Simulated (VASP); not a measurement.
# MoS2 (P6_3/mmc) in VASP: further runs

The runs below take MoS2 through single point, with RPBE+D4, PBE+D4.

All numbers are computed with VASP 6.6.1; they aren't measurements. Logs are shortened: lines on timing, memory, paths and dates and some standing lists are left out, and cuts for length are marked.

**Experimental background.**

From “Multiwavelength excitation Raman Scattering Analysis of bulk and 2 dimensional MoS2: Vibrational properties of atomically thin MoS2 layers”, 2015, arxiv:1506.03228, for a bulk crystal of MoS2 at 300 K: band gap 1.3 eV (indirect).

How close the calculation comes is told below.

### 1 The cell of the first run

Symmetry: P6_3/mmc, No. 194, hexagonal system. Conventional cell: a = 3.126 Å, b = 3.126 Å, c = 12.157 Å, α = 90.00°, β = 90.00°, γ = 120.00°. Within 3.1 Å of Mo (site symmetry -6m2) lie 6 S at 2.38 Å. S (site symmetry 3m) has 3 Mo at 2.38 Å and 1 S at 3.09 Å within 3.1 Å.

### 2 Single point, RPBE+D4

INCAR

```
SYSTEM = MoS2
  PREC = Accurate
  ENCUT = 520
  EDIFF = 1E-6
  ISMEAR = -1
  SIGMA = 0.05
  LREAL = .FALSE.
  LASPH = .TRUE.
  NELM = 100
  ALGO = Normal
  ISIF = 2
  LWAVE = .FALSE.
  LCHARG = .TRUE.
  GGA = RP
  IVDW = 13
  LELF = .TRUE.
  LVHAR = .TRUE.
  NBANDS = 35
```

KPOINTS

```
Automatic mesh
0
G
  10 10 3
  0 0 0
```

POSCAR

```
MoS2
1.0
    3.1261704254      0.0000000000      0.0000000000
   -1.5630852127      2.7073430050      0.0000000000
    0.0000000000      0.0000000000     12.1574390416
Mo S
2 4
Direct
    0.6666666667      0.3333333333      0.7500000000
    0.3333333333      0.6666666667      0.2500000000
    0.6666666667      0.3333333333      0.3770000000
    0.3333333333      0.6666666667      0.8770000000
    0.6666666667      0.3333333333      0.1230000000
    0.3333333333      0.6666666667      0.6230000000
```

Potentials or basis: VASP PAW PBE potentials, release 64 (Mo_sv, S).

Run with:

```
> cat potpaw_PBE.64/Mo_sv/POTCAR potpaw_PBE.64/S/POTCAR > POTCAR
> mpirun -np 1 vasp_std > vasp.out
```

OUTCAR:

```text
SYSTEM = MoS2
   PREC = Accurate
   ENCUT = 520
   EDIFF = 1E-6
   ISMEAR = -1
   LREAL = .FALSE.
   LASPH = .TRUE.
   NELM = 100
   ISIF = 2
   GGA = RP
   IVDW = 13

 ion  position               nearest neighbor table
   1  0.667  0.333  0.750-   4 2.38   6 2.38   4 2.38   6 2.38   4 2.38   6 2.38
   2  0.333  0.667  0.250-   3 2.38   5 2.38   3 2.38   5 2.38   3 2.38   5 2.38
   3  0.667  0.333  0.377-   2 2.38   2 2.38   2 2.38
   4  0.333  0.667  0.877-   1 2.38   1 2.38   1 2.38
   5  0.667  0.333  0.123-   2 2.38   2 2.38   2 2.38
   6  0.333  0.667  0.623-   1 2.38   1 2.38   1 2.38

  LATTYP: Found a hexagonal cell.
 ALAT       =     3.1261704254
 C/A-ratio  =     3.8889239508

  Lattice vectors:

 A1 = (   3.1261704254,   0.0000000000,   0.0000000000)
 A2 = (  -1.5630852127,   2.7073430050,   0.0000000000)
 A3 = (   0.0000000000,   0.0000000000,  12.1574390416)

Analysis of symmetry for initial positions (statically):
=====================================================================
 Subroutine PRICEL returns:
 Original cell was already a primitive cell.

 Routine SETGRP: Setting up the symmetry group for a
 hexagonal supercell.

 Subroutine GETGRP returns: Found 24 space group operations
 (whereof 12 operations were pure point group operations)
 out of a pool of 24 trial point group operations.

The static configuration has the point symmetry D_3d.
 The point group associated with its full space group is D_6h.

Analysis of symmetry for dynamics (positions and initial velocities):
=====================================================================
 Subroutine PRICEL returns:
 Original cell was already a primitive cell.

 Routine SETGRP: Setting up the symmetry group for a
 hexagonal supercell.

 Subroutine GETGRP returns: Found 24 space group operations
 (whereof 12 operations were pure point group operations)
 out of a pool of 24 trial point group operations.

The dynamic configuration has the point symmetry D_3d.
 The point group associated with its full space group is D_6h.

 Subroutine INISYM returns: Found 24 space group operations
 (whereof 12 operations are pure point group operations),
 and found     1 'primitive' translations

----------------------------------------------------------------------------------------

                                     Primitive cell

  volume of cell :     102.8959

  direct lattice vectors                    reciprocal lattice vectors
     3.126170425  0.000000000  0.000000000     0.319880193  0.184682916  0.000000000
    -1.563085213  2.707343005  0.000000000     0.000000000  0.369365831  0.000000000
     0.000000000  0.000000000 12.157439042     0.000000000  0.000000000  0.082254165

  length of vectors
     3.126170425  3.126170425 12.157439042     0.369365831  0.369365831  0.082254165

  position of ions in fractional coordinates (direct lattice)
     0.666666667  0.333333333  0.750000000
     0.333333333  0.666666667  0.250000000
     0.666666667  0.333333333  0.377000000
     0.333333333  0.666666667  0.877000000
     0.666666667  0.333333333  0.123000000
     0.333333333  0.666666667  0.623000000

  ion indices of the primitive-cell ions
   primitive index   ion index
                 1           1
                 2           2
                 3           3
                 4           4
                 5           5
                 6           6

----------------------------------------------------------------------------------------

 KPOINTS: Automatic mesh

Automatic generation of k-mesh.
 Grid dimensions read from file:
 generate k-points for:   10   10    3

 Generating k-lattice:

  Cartesian coordinates                     Fractional coordinates (reciprocal lattice)
     0.031988019  0.018468292  0.000000000     0.100000000  0.000000000  0.000000000
     0.000000000  0.036936583  0.000000000     0.000000000  0.100000000  0.000000000
     0.000000000  0.000000000  0.027418055     0.000000000  0.000000000  0.333333333

  Length of vectors
     0.036936583  0.036936583  0.027418055

  Shift w.r.t. Gamma in fractional coordinates (k-lattice)
     0.000000000  0.000000000  0.000000000

 Subroutine IBZKPT returns following result:
 ===========================================

 Found     28 irreducible k-points:

 Following reciprocal coordinates:
            Coordinates               Weight
  0.000000  0.000000  0.000000      1.000000
  0.100000  0.000000  0.000000      6.000000
  0.200000  0.000000  0.000000      6.000000
  0.300000  0.000000  0.000000      6.000000
  0.400000  0.000000  0.000000      6.000000
  0.500000  0.000000  0.000000      3.000000
[... 16 lines left out ...]
  0.300000  0.100000  0.333333     24.000000
  0.400000  0.100000  0.333333     24.000000
 [... further k-points ...]
   k-points           NKPTS =     28   k-points in BZ     NKDIM =     28   number of bands    NBANDS=     35
   number of dos      NEDOS =    301   number of ions     NIONS =      6
   total plane-waves  NPLWV =  51840
   dimension x,y,z NGX =    24 NGY =   24 NGZ =   90
   dimension x,y,z NGXF=    48 NGYF=   48 NGZF=  180
   ions per type =               2   4
   NGX,Y,Z   is equivalent  to a cutoff of  12.76, 12.76, 12.31 a.u.
   NGXF,Y,Z  is equivalent  to a cutoff of  25.53, 25.53, 24.61 a.u.
 SYSTEM =  MoS2
   PREC   = accura    normal or accurate (medium, high low for compatibility)
   ISTART =      0    job   : 0-new  1-cont  2-samecut
   ICHARG =      2    charge: 1-file 2-atom 10-const
   ISPIN  =      1    spin polarized calculation?
   LNONCOLLINEAR =      F non collinear calculations
   LSORBIT =      F    spin-orbit coupling
   LASPH  =      T    aspherical Exc in radial PAW
   ENCUT  =  520.0 eV  38.22 Ry    6.18 a.u.   5.81  5.81 22.60*2*pi/ulx,y,z
   NELM   =    100;   NELMIN=  2; NELMDL= -5     # of ELM steps
   EDIFF  = 0.1E-05   stopping-criterion for ELM
   LREAL  =      F    real-space projection
   EDIFFG = 0.1E-04   stopping-criterion for IOM
   NSW    =      0    number of steps for IOM
   IBRION =     -1    ionic relax: 0-MD 1-quasi-New 2-CG
   NFREE  =      0    steps in history (QN), initial steepest desc. (CG)
   ISIF   =      2    stress and relaxation
   ISYM   =      2    0-nonsym 1-usesym 2-fastsym
   POTIM  = 0.5000    time-step for ionic-motion
   TEBEG  =    0.0;   TEEND  =   0.0 temperature during run
   PSTRESS=    0.0 pullay stress
   NELECT =      52.0000    total number of electrons
   NUPDOWN=      -1.0000    fix difference up-down
   EMIN   =  10.00;   EMAX   =-10.00  energy-range for DOS
   EFERMI =   0.00;   METHOD = LEGACY
   ISMEAR =    -1;   SIGMA  =   0.05  broadening in eV -4-tet -1-fermi 0-gaus
   EFERMI_NEDOS =   21; number of points for ismear=-14 and -15
   IALGO  =     38    algorithm
   IMIX   =      4    mixing-type and parameters
     AMIX     =   0.40;   BMIX     =  1.00
     AMIX_MAG =   1.60;   BMIX_MAG =  1.00
  volume/ion in A,a.u.               =      17.15       115.73
  Fermi-wavevector in a.u.,A,eV,Ry     =   1.303997  2.464197 23.135459  1.700408
  Thomas-Fermi vector in A             =   2.434962
   LORBIT       =      0    0 simple, 1 ext, 2 COOP (PROOUT), +10 PAW based schemes
   GGA     = RP    functional components
   LHFCALC =     F    Hartree Fock is set to
   AEXX    =    0.0000 exact exchange contribution
   IVDW    =    13    specifies the selected vdW correction
   LEPSILON=     F    determine dielectric tensor
   LRPA    =     F    only Hartree local field effects (RPA)
 non-spin polarized calculation
  energy-cutoff  :      520.00
  volume of cell :      102.90
 maximum number of plane-waves:      2794
 NGX is ok and might be reduce to    24
   NGX = 11   NGY = 11   NGZ = 45

 number of electron      51.9999997 magnetization

 Free energy of the ion-electron system (eV)
  ---------------------------------------------------
  ext. energy  EPLUGINS =         0.00000000
  ---------------------------------------------------
  free energy    TOTEN  =       -40.79176392 eV

  energy without entropy =      -40.79176217  energy(sigma->0) =      -40.79176304

 E-fermi :   8.5635     XC(G=0): -10.8799

 val. band max:        8.1372589603   @ k =   0.0000   0.0000   0.0000
 cond. band min:       9.0900159862   @ k =   0.2000   0.2000   0.0000
 fundamental gap:      0.9527570259
 Fermi energy:         8.5635245359

 k-point     1 :       0.0000    0.0000    0.0000
  band No.  band energies     occupation
      1     -53.3775      2.00000
      2     -53.3774      2.00000
      3     -27.5643      2.00000
      4     -27.5642      2.00000
      5     -27.3010      2.00000
      6     -27.3010      2.00000
[... 27 lines left out ...]
     34      10.7089      0.00000
     35      13.9613      0.00000

 k-point     2 :       0.1000    0.0000    0.0000
  band No.  band energies     occupation
      1     -53.3729      2.00000
      2     -53.3729      2.00000
      3     -27.5554      2.00000
      4     -27.5553      2.00000
      5     -27.3455      2.00000
      6     -27.3455      2.00000
[... 27 lines left out ...]
     34      10.6349      0.00000
     35      14.6420      0.00000

 k-point     3 :       0.2000    0.0000    0.0000
  band No.  band energies     occupation
      1     -53.3609      2.00000
      2     -53.3609      2.00000
      3     -27.5321      2.00000
      4     -27.5320      2.00000
      5     -27.4606      2.00000
      6     -27.4606      2.00000
[... 27 lines left out ...]
     34      11.2457      0.00000
     35      15.7482      0.00000
[... 723 lines left out ...]
 k-point    23 :       0.3000    0.1000    0.3333
  band No.  band energies     occupation
      1     -53.3377      2.00000
      2     -53.3377      2.00000
      3     -27.6583      2.00000
      4     -27.6583      2.00000
      5     -27.4869      2.00000
      6     -27.4868      2.00000
[... 27 lines left out ...]
     34      12.1383      0.00000
     35      15.0582      0.00000

 k-point    24 :       0.4000    0.1000    0.3333
  band No.  band energies     occupation
      1     -53.3293      2.00000
      2     -53.3293      2.00000
      3     -27.7295      2.00000
      4     -27.7295      2.00000
      5     -27.4706      2.00000
      6     -27.4705      2.00000
[... 27 lines left out ...]
     34      12.0572      0.00000
     35      14.1576      0.00000

 [... further k-points ...]

------------------------ aborting loop because EDIFF is reached ----------------------------------------

  DFT-D4 for vdW energy calculation

  Edisp (eV):   -5.45642

  FORCE on cell =-STRESS in cart. coord.  units (eV):
  Direction    XX          YY          ZZ          XY          YZ          ZX
  --------------------------------------------------------------------------------------
  -------------------------------------------------------------------------------------
  Total       1.38955     1.38955     2.32854    -0.00000     0.00000    -0.00000
  in kB      21.63645    21.63645    36.25740    -0.00000     0.00000    -0.00000
  external pressure =       26.51 kB  Pullay stress =        0.00 kB

 VOLUME and BASIS-vectors are now :
 -----------------------------------------------------------------------------
  energy-cutoff  :      520.00
  volume of cell :      102.90
      direct lattice vectors                 reciprocal lattice vectors
     3.126170425  0.000000000  0.000000000     0.319880193  0.184682916  0.000000000
    -1.563085213  2.707343005  0.000000000     0.000000000  0.369365831  0.000000000
     0.000000000  0.000000000 12.157439042     0.000000000  0.000000000  0.082254165

 POSITION                                       TOTAL-FORCE (eV/Angst)
 -----------------------------------------------------------------------------------
      1.56309      0.90245      9.11808        -0.000000     -0.000000     -0.000000
     -0.00000      1.80490      3.03936         0.000000      0.000000     -0.000000
      1.56309      0.90245      4.58335        -0.000000     -0.000000      0.612439
     -0.00000      1.80490     10.66207        -0.000000      0.000000      0.612439
      1.56309      0.90245      1.49537         0.000000     -0.000000     -0.612439
     -0.00000      1.80490      7.57408        -0.000000      0.000000     -0.612439
 -----------------------------------------------------------------------------------
    total drift:                               -0.000000      0.000000     -0.000000

  FREE ENERGIE OF THE ION-ELECTRON SYSTEM (eV)
  ---------------------------------------------------
  free  energy   TOTEN  =       -46.2481792723 eV

  energy  without entropy=      -46.2481775301  energy(sigma->0) =      -46.24817840
```

Wall time 41 s (1 thread of Intel Xeon 6975P-C (Granite Rapids), shared host); peak memory 0.26 GiB.

What came out:

```
Free energy                : -46.2482 eV
Pressure                   : 2.7 GPa
Largest force              : 0.612 eV/Å
Band gap on the k mesh     : 0.95 eV, indirect (least direct gap 1.98 eV)
Dispersion energy per atom : -0.909 eV
```

Forces in eV/Å, atoms in the order of the input:
```
Mo   0.000  0.000  0.000
Mo   0.000  0.000  0.000
S    0.000  0.000  0.612
S    0.000  0.000  0.612
S    0.000  0.000 -0.612
S    0.000  0.000 -0.612
```

Caveat: the PAW data sets were made with another functional, which shifts forces and pressure a little.

### 3 Single point, PBE+D4

This run uses another cell than the first one, of 17.51 Å³/atom, 1.021 times its volume.

INCAR

```
ALGO     = Normal         # electronic algorithm
EDIFF    = 1E-6           # SCF threshold, eV
ENCUT    = 520            # plane-wave cutoff, eV
GGA      = PE             # functional
ISIF     = 2              # what is computed and relaxed
ISMEAR   = -1             # smearing method
IVDW     = 13             # dispersion correction
LASPH    = T              # aspherical terms in the spheres
LCHARG   = F              # write CHGCAR
LREAL    = F              # projectors in reciprocal space
LWAVE    = F              # write WAVECAR
NBANDS   = 35             # bands
NELM     = 80             # most SCF steps
PREC     = Accurate       # precision mode
SIGMA    = 0.05           # smearing width, eV
```

KPOINTS

```
k-points
0
Gamma
  10 10 3
```

POSCAR: that of step 2 with these lines changed.

```diff
@@ -2,5 +2,5 @@
 1.0
-    3.1261704254      0.0000000000      0.0000000000
-   -1.5630852127      2.7073430050      0.0000000000
-    0.0000000000      0.0000000000     12.1574390416
+    3.1477309028      0.0000000000      0.0000000000
+   -1.5738654514      2.7260149261      0.0000000000
+    0.0000000000      0.0000000000     12.2412860984
 Mo S
```

Potentials or basis: VASP PAW PBE potentials, release 64 (Mo_sv, S).

Run with:

```
> cat potpaw_PBE.64/Mo_sv/POTCAR potpaw_PBE.64/S/POTCAR > POTCAR
> mpirun -np 1 vasp_std > vasp.out
```

Wall time 39 s (1 thread of Intel Xeon 6975P-C (Granite Rapids), shared host); peak memory 0.26 GiB.

It converged, with:

```yaml
Free_energy: -46.1631 eV
Pressure: 1.3 GPa
Largest_force: 0.231 eV/Å
Band_gap_on_the_k_mesh: 0.92 eV, indirect (least direct gap 1.92 eV)
Dispersion_energy_per_atom: -0.433 eV
```

Forces on the atoms (eV/Å):
```
Mo   0.000  0.000  0.000
Mo   0.000  0.000  0.000
S    0.000  0.000  0.231
S    0.000  0.000  0.231
S    0.000  0.000 -0.231
S    0.000  0.000 -0.231
```

Stress tensor (GPa, compression positive):
```
1.15 0.00 0.00
0.00 1.15 0.00
0.00 0.00 1.71
```

Levels at points of the mesh, in eV from the valence-band top:
```
           k point  band 23  band 24  band 25  band 26  band 27  band 28  band 29  band 30
(0.00, 0.00, 0.00)    -2.18    -1.21    -1.20     0.00     2.14     2.14     2.16     2.16
(0.50, 0.00, 0.00)    -1.75    -1.55    -1.44    -1.32     1.64     1.69     2.05     2.33
```

### 4 Comparison with measurements

Step 2. A measured gap of MoS2 is 1.3 eV (indirect; 300 K; “Multiwavelength excitation Raman Scattering Analysis of bulk and 2 dimensional MoS2: Vibrational properties of atomically thin MoS2 layers”, 2015, arxiv:1506.03228); the calculated 0.95 eV misses it by -0.35 eV. Spin-orbit coupling on Mo is left out. The value is that of RPBE+D4 on a finite k mesh, which can miss the band edges, without temperature or zero-point motion. Semilocal functionals fall short of measured gaps as a rule.

Step 3. A measured gap of MoS2 is 1.3 eV (indirect; 300 K; “Multiwavelength excitation Raman Scattering Analysis of bulk and 2 dimensional MoS2: Vibrational properties of atomically thin MoS2 layers”, 2015, arxiv:1506.03228); the calculated 0.92 eV misses it by -0.38 eV. Spin-orbit coupling on Mo is left out. The value is that of PBE+D4 on a finite k mesh, which can miss the band edges, without temperature or zero-point motion. Semilocal functionals fall short of measured gaps as a rule.
